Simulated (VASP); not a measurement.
# Rh in VASP: a series of runs

Rh is run at these levels: PBE; tasks: single point.

Everything below comes from runs of VASP 6.6.1. Logs are shortened: lines on timing, memory, paths and dates and some standing lists are left out, and cuts for length are marked.

## (1) The cell of the first run

Symmetry: Immm, No. 71, orthorhombic system. The conventional cell has a = 2.676 Å, b = 2.735 Å, c = 3.868 Å, α = 90.00°, β = 90.00°, γ = 90.00°. Within 3.5 Å of Rh (site symmetry mmm) lie 12 Rh at 2.68 to 2.74 Å.

## (2) Single point, PBE

INCAR reads:

```
PREC     = Accurate       # precision mode
ENCUT    = 500            # plane-wave cutoff, eV
EDIFF    = 1E-6           # SCF threshold, eV
ISMEAR   = 0              # smearing method
SIGMA    = 0.1            # smearing width, eV
LREAL    = False          # projectors in reciprocal space
LASPH    = True           # aspherical terms in the spheres
NELM     = 120            # most SCF steps
ALGO     = Normal         # electronic algorithm
ISIF     = 2              # what is computed and relaxed
LWAVE    = False          # write WAVECAR
LCHARG   = False          # write CHGCAR
GGA      = PE             # functional
ISYM     = 0            
NBANDS   = 22             # bands
GGA_COMPAT= False
```

KPOINTS reads:

```
regular mesh
0
Gamma
  9 7 25
```

POSCAR reads:

```
Rh
1.0
    3.8679403904      0.0000000000      0.0000000000
    0.0000000000      5.4700937585      0.0000000000
   -1.9339701952      1.3675234396      1.3381385741
Rh
2
Direct
    0.0000000000      0.5000000000      0.0000000000
    0.0000000000      0.0000000000      0.0000000000
```

Potentials or basis: VASP PAW PBE potentials, release 64 (Rh_pv).

Launch:

```console
cat potpaw_PBE.64/Rh_pv/POTCAR > POTCAR
mpirun -np 1 vasp_std > vasp.out
```

OUTCAR:

```text
PREC = Accurate
   ENCUT = 500
   EDIFF = 1E-6
   ISMEAR = 0
   LREAL = False
   LASPH = True
   NELM = 120
   ISIF = 2
   GGA = PE
   ISYM = 0

 ion  position               nearest neighbor table
   1  0.000  0.500  0.000-   2 2.72   2 2.72   2 2.72   2 2.72   2 2.74   2 2.74
   2  0.000  0.000  0.000-   1 2.72   1 2.72   1 2.72   1 2.72   1 2.74   1 2.74

IMPORTANT INFORMATION: All symmetrisations will be switched off!
NOSYMM: (Re-)initialisation of all symmetry stuff for point group C_1.

----------------------------------------------------------------------------------------

                                     Primitive cell

  volume of cell :      28.3123

  direct lattice vectors                    reciprocal lattice vectors
     3.867940390  0.000000000  0.000000000     0.258535525  0.000000000  0.373653379
     0.000000000  5.470093759  0.000000000     0.000000000  0.182812223 -0.186826690
    -1.933970195  1.367523440  1.338138574     0.000000000  0.000000000  0.747306758

  length of vectors
     3.867940390  5.470093759  2.720473473     0.454375908  0.261389596  0.747306758

  position of ions in fractional coordinates (direct lattice)
     0.000000000  0.500000000  0.000000000
     0.000000000  0.000000000  0.000000000

  ion indices of the primitive-cell ions
   primitive index   ion index
                 1           1
                 2           2

----------------------------------------------------------------------------------------

 KPOINTS: regular mesh

Automatic generation of k-mesh.
 Grid dimensions read from file:
 generate k-points for:    9    7   25

 Generating k-lattice:

  Cartesian coordinates                     Fractional coordinates (reciprocal lattice)
     0.028726169  0.000000000  0.041517042     0.111111111  0.000000000  0.000000000
     0.000000000  0.026116032 -0.026689527     0.000000000  0.142857143  0.000000000
     0.000000000  0.000000000  0.029892270     0.000000000  0.000000000  0.040000000

  Length of vectors
     0.050486212  0.037341371  0.029892270

  Shift w.r.t. Gamma in fractional coordinates (k-lattice)
     0.000000000  0.000000000  0.000000000

 -----------------------------------------------------------------------------
|                                                                             |
|           W    W    AA    RRRRR   N    N  II  N    N   GGGG   !!!           |
|           W    W   A  A   R    R  NN   N  II  NN   N  G    G  !!!           |
|           W    W  A    A  R    R  N N  N  II  N N  N  G       !!!           |
|           W WW W  AAAAAA  RRRRR   N  N N  II  N  N N  G  GGG   !            |
|           WW  WW  A    A  R   R   N   NN  II  N   NN  G    G                |
|           W    W  A    A  R    R  N    N  II  N    N   GGGG   !!!           |
|                                                                             |
|     Your reciprocal lattice and k-lattice belong to different lattice       |
|     classes:                                                                |
|                                                                             |
|        The reciprocal lattice is base-centered monoclinic,                  |
|        whereas your k-lattice is triclinic.                                 |
|                                                                             |
|     Results are often still useful ...                                      |
|                                                                             |
 -----------------------------------------------------------------------------

 WARNING: IBZKPT: internal override: KBLOWUP is changed to .FALSE.
      ... skipping the blow-up phase ...

 Subroutine IBZKPT returns following result:
 ===========================================

 Found    788 irreducible k-points:

 Following reciprocal coordinates:
            Coordinates               Weight
  0.000000  0.000000  0.000000      1.000000
  0.111111  0.000000 -0.000000      2.000000
  0.222222  0.000000 -0.000000      2.000000
  0.333333  0.000000  0.000000      2.000000
  0.444444  0.000000 -0.000000      2.000000
  0.000000  0.142857 -0.000000      2.000000
[... 16 lines left out ...]
 -0.111111  0.285714  0.000000      2.000000
  0.000000  0.428571  0.000000      2.000000
 [... further k-points ...]
   k-points           NKPTS =    788   k-points in BZ     NKDIM =    788   number of bands    NBANDS=     22
   number of dos      NEDOS =    301   number of ions     NIONS =      2
   total plane-waves  NPLWV =  22400
   dimension x,y,z NGX =    28 NGY =   40 NGZ =   20
   dimension x,y,z NGXF=    56 NGYF=   80 NGZF=   40
   ions per type =               2
   NGX,Y,Z   is equivalent  to a cutoff of  12.03, 12.16, 12.22 a.u.
   NGXF,Y,Z  is equivalent  to a cutoff of  24.07, 24.31, 24.44 a.u.
 SYSTEM =  unknown system
   PREC   = accura    normal or accurate (medium, high low for compatibility)
   ISTART =      0    job   : 0-new  1-cont  2-samecut
   ICHARG =      2    charge: 1-file 2-atom 10-const
   ISPIN  =      1    spin polarized calculation?
   LNONCOLLINEAR =      F non collinear calculations
   LSORBIT =      F    spin-orbit coupling
   LASPH  =      T    aspherical Exc in radial PAW
   ENCUT  =  500.0 eV  36.75 Ry    6.06 a.u.   7.05  9.97  4.96*2*pi/ulx,y,z
   NELM   =    120;   NELMIN=  2; NELMDL= -5     # of ELM steps
   EDIFF  = 0.1E-05   stopping-criterion for ELM
   LREAL  =      F    real-space projection
   EDIFFG = 0.1E-04   stopping-criterion for IOM
   NSW    =      0    number of steps for IOM
   IBRION =     -1    ionic relax: 0-MD 1-quasi-New 2-CG
   NFREE  =      0    steps in history (QN), initial steepest desc. (CG)
   ISIF   =      2    stress and relaxation
   ISYM   =      0    0-nonsym 1-usesym 2-fastsym
   POTIM  = 0.5000    time-step for ionic-motion
   TEBEG  =    0.0;   TEEND  =   0.0 temperature during run
   PSTRESS=    0.0 pullay stress
   NELECT =      30.0000    total number of electrons
   NUPDOWN=      -1.0000    fix difference up-down
   EMIN   =  10.00;   EMAX   =-10.00  energy-range for DOS
   EFERMI =   0.00;   METHOD = LEGACY
   ISMEAR =     0;   SIGMA  =   0.10  broadening in eV -4-tet -1-fermi 0-gaus
   EFERMI_NEDOS =   21; number of points for ismear=-14 and -15
   IALGO  =     38    algorithm
   IMIX   =      4    mixing-type and parameters
     AMIX     =   0.40;   BMIX     =  1.00
     AMIX_MAG =   1.60;   BMIX_MAG =  1.00
  volume/ion in A,a.u.               =      14.16        95.53
  Fermi-wavevector in a.u.,A,eV,Ry     =   1.669001  3.153955 37.899923  2.785566
  Thomas-Fermi vector in A             =   2.754750
   LORBIT       =      0    0 simple, 1 ext, 2 COOP (PROOUT), +10 PAW based schemes
   GGA     = PE    functional components
   LHFCALC =     F    Hartree Fock is set to
   AEXX    =    0.0000 exact exchange contribution
   IVDW    =     0    specifies the selected vdW correction
   LEPSILON=     F    determine dielectric tensor
   LRPA    =     F    only Hartree local field effects (RPA)
 non-spin polarized calculation
 Gauss-broadening in eV      SIGMA  =   0.10
  energy-cutoff  :      500.00
  volume of cell :       28.31
 maximum number of plane-waves:       739
   NGX = 13   NGY = 19   NGZ =  9

 number of electron      29.9999998 magnetization

 Free energy of the ion-electron system (eV)
  ---------------------------------------------------
  ext. energy  EPLUGINS =         0.00000000
  ---------------------------------------------------
  free energy    TOTEN  =       -14.51366284 eV

  energy without entropy =      -14.50080824  energy(sigma->0) =      -14.50723554

 E-fermi :  11.3685     XC(G=0): -13.8430

 val. band max:       11.3655025037   @ k =  -0.4444   0.0000   0.4800
 cond. band min:      11.3687610270   @ k =  -0.3333   0.2857   0.0000
 fundamental gap:      0.0032585233
 Fermi energy:        11.3684795343

 k-point     1 :       0.0000    0.0000    0.0000
  band No.  band energies     occupation
      1     -35.5781      2.00000
      2     -35.2011      2.00000
      3     -35.1923      2.00000
      4     -34.9547      2.00000
      5     -34.9498      2.00000
      6     -34.9445      2.00000
[... 14 lines left out ...]
     21      24.5217      0.00000
     22      27.3834      0.00000

 k-point     2 :       0.1111    0.0000   -0.0000
  band No.  band energies     occupation
      1     -35.5352      2.00000
      2     -35.2234      2.00000
      3     -35.1792      2.00000
      4     -35.0296      2.00000
      5     -34.9645      2.00000
      6     -34.9601      2.00000
[... 14 lines left out ...]
     21      25.4837      0.00000
     22      28.0400      0.00000

 k-point     3 :       0.2222    0.0000   -0.0000
  band No.  band energies     occupation
      1     -35.4747      2.00000
      2     -35.2429      2.00000
      3     -35.2348      2.00000
      4     -35.1325      2.00000
      5     -34.9967      2.00000
      6     -34.9859      2.00000
[... 14 lines left out ...]
     21      27.3094      0.00000
     22      27.8788      0.00000

 k-point     4 :       0.3333    0.0000    0.0000
  band No.  band energies     occupation
      1     -35.5246      2.00000
      2     -35.4634      2.00000
      3     -35.1425      2.00000
      4     -35.0785      2.00000
      5     -35.0331      2.00000
      6     -35.0149      2.00000
[... 14 lines left out ...]
     21      27.8111      0.00000
     22      27.9863      0.00000

 k-point     5 :       0.4444    0.0000   -0.0000
  band No.  band energies     occupation
      1     -35.6099      2.00000
      2     -35.5844      2.00000
      3     -35.0567      2.00000
      4     -35.0490      2.00000
      5     -35.0412      2.00000
      6     -35.0338      2.00000
[... 417 lines left out ...]
 k-point    22 :      -0.2222    0.2857    0.0000
  band No.  band energies     occupation
      1     -35.4378      2.00000
      2     -35.3906      2.00000
      3     -35.0734      2.00000
      4     -35.0601      2.00000
      5     -35.0562      2.00000
      6     -35.0559      2.00000
[... 14 lines left out ...]
     21      28.7652      0.00000
     22      28.8739      0.00000

 k-point    23 :      -0.1111    0.2857    0.0000
  band No.  band energies     occupation
      1     -35.3780      2.00000
      2     -35.2393      2.00000
      3     -35.1278      2.00000
      4     -35.1063      2.00000
      5     -35.0385      2.00000
      6     -35.0184      2.00000
[... 14 lines left out ...]
     21      28.6916      0.00000
     22      28.9259      0.00000

 k-point    24 :       0.0000    0.4286    0.0000
  band No.  band energies     occupation
      1     -35.3433      2.00000
      2     -35.2032      2.00000
      3     -35.1037      2.00000
      4     -35.0998      2.00000
      5     -35.0485      2.00000
      6     -35.0454      2.00000
[... 14 lines left out ...]
     21      29.0997      0.00000
     22      29.9492      0.00000

 [... further k-points ...]

------------------------ aborting loop because EDIFF is reached ----------------------------------------

  FORCE on cell =-STRESS in cart. coord.  units (eV):
  Direction    XX          YY          ZZ          XY          YZ          ZX
  --------------------------------------------------------------------------------------
  -------------------------------------------------------------------------------------
  Total       -0.6161825     -0.8438125      0.5425406      0.0116822      0.0040576     -0.0030390
  in kB      -34.8693885    -47.7508265     30.7020393      0.6610896      0.2296181     -0.1719741
  external PRESSURE =     -17.3060586 kB  Pullay stress =       0.0000000 kB

 VOLUME and BASIS-vectors are now :
 -----------------------------------------------------------------------------
  energy-cutoff  :      500.00
  volume of cell :       28.31
      direct lattice vectors                 reciprocal lattice vectors
     3.867940390  0.000000000  0.000000000     0.258535525  0.000000000  0.373653379
     0.000000000  5.470093759  0.000000000     0.000000000  0.182812223 -0.186826690
    -1.933970195  1.367523440  1.338138574     0.000000000  0.000000000  0.747306758

 POSITION                                       TOTAL-FORCE (eV/Angst)
 -----------------------------------------------------------------------------------
      0.00000      2.73505      0.00000         0.000000      0.000001     -0.000000
      0.00000      0.00000      0.00000        -0.000000     -0.000001      0.000000
 -----------------------------------------------------------------------------------
    total drift:                               -0.000000     -0.000000      0.000000

  FREE ENERGIE OF THE ION-ELECTRON SYSTEM (eV)
  ---------------------------------------------------
  free  energy   TOTEN  =       -14.5136628372 eV

  energy  without entropy=      -14.5008082383  energy(sigma->0) =      -14.50723554
```

It took 12 min on 1 thread of Oxide Virtual Turin-like, shared host; peak memory 0.42 GiB.

What came out:

- Free energy: -14.5137 eV
- Pressure: -1.7 GPa
- Band gap on the k mesh: zero (bands 15 and 16 overlap by 1.99 eV)

Stress tensor (GPa, compression positive):
```
-3.49  0.07 -0.02
 0.07 -4.78  0.02
-0.02  0.02  3.07
```

Levels at points of the mesh, in eV from the Fermi level:
```tsv
k point	band 11	band 12	band 13	band 14	band 15	band 16	band 17	band 18	band 19	band 20
(0.00, 0.00, 0.00)	-3.02	-2.77	-1.00	-0.87	0.50	0.89	1.01	3.32	12.02	13.04
```

Caveat: the stress differs along the axes, from -5 to 3 GPa.

## (3) Single point, PBE

This run uses another cell than the first one, of 14.24 Å³/atom.

INCAR reads:

```
PREC = Accurate
ENCUT = 500
EDIFF = 1E-6
ISMEAR = 0
SIGMA = 0.1
LREAL = F
LASPH = T
NELM = 120
ALGO = Normal
ISIF = 2
LWAVE = F
LCHARG = T
GGA = PE
LELF = T
LVHAR = T
ISYM = 0
NBANDS = 22
GGA_COMPAT = F
```

KPOINTS reads:

```
Automatic mesh
0
Gamma
  9 7 25
```

POSCAR reads:

```
Rh
1.0
    3.8679403862      0.0000000110     -0.0001804878
    0.0000000155      5.4700937182      0.0006638721
   -1.9340326301      1.3676858258      1.3465615330
Rh
2
Direct
    0.0000000000      0.5000000000      0.0000000000
    0.0000000000      0.0000000000      0.0000000000
```

Potentials or basis: VASP PAW PBE potentials, release 64 (Rh_pv).

Launch:

```console
cat potpaw_PBE.64/Rh_pv/POTCAR > POTCAR
mpirun -np 1 vasp_std > vasp.out
```

Run time: 13 min. Hardware: 1 thread of Oxide Virtual Turin-like, shared host; peak memory 0.42 GiB.

It converged, with:

```yaml
Free_energy: -14.5154 eV
Pressure: -3.2 GPa
Band_gap_on_the_k_mesh: zero (bands 15 and 16 overlap by 1.98 eV)
```

Stress tensor (GPa, compression positive):
```
-4.41  0.06  0.00
 0.06 -5.31  0.00
 0.00  0.00  0.10
```

Levels at points of the mesh, in eV from the Fermi level:
```csv
k point,band 11,band 12,band 13,band 14,band 15,band 16,band 17,band 18,band 19,band 20
"(0.00, 0.00, 0.00)",-2.96,-2.79,-0.98,-0.88,0.50,0.90,0.98,3.29,11.92,13.04
```

Caveat: the stress differs along the axes, from -5 to 0 GPa.
